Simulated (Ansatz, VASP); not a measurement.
One calculation of Be4Os, two programs

```
CELL_PARAMETERS angstrom
-2.78245 2.78245 1.54629
2.78245 -2.78245 1.54629
2.78245 2.78245 -1.54629
ATOMIC_POSITIONS crystal
Be 0.79528 0.38998 0.18526
Be 0.38998 0.20472 0.59470
Be 0.61002 0.79528 0.40530
Be 0.20472 0.61002 0.81474
Os 0.00000 0.00000 0.00000
```

Change from the starting cell: the structure that the rattled cell fell into.

Alike in both runs: functional PBE; k mesh 14 × 14 × 14; occupations gaussian, width 0.1 eV; no spin polarisation.

Ansatz relaxed the structure, and its values are those at the end. VASP's run is a single point on that final structure, the one shown.

```csv
,VASP,Ansatz
version,VASP 6.6.1,Ansatz 0.2.0
potentials or method,"VASP PAW PBE potentials, release 64 (Be, Os), cutoff 520 eV","scalar-relativistic, plane waves, PAW"
valence electrons in the cell,16,24
```

Ansatz gave:

```
gap on the k mesh at the Fermi level (eV) : none
pressure (GPa)                            : 0.0
rms of the force components (eV/Å)        : 0.001
```

**Question.** What did VASP give for the same quantities?

**Answer.** gap on the k mesh at the Fermi level (eV): none; pressure (GPa): 0.2; rms of the force components (eV/Å): 0.007.

A gap of «none» marks a metal or a gap that the smearing closes. The functional is the same, so the differences come from potentials, cutoffs and numerics. VASP's potentials hold 16 valence electrons a cell and Ansatz's 24, so a difference there can come from the potentials and not from the codes.

Neither program's run includes spin-orbit coupling.
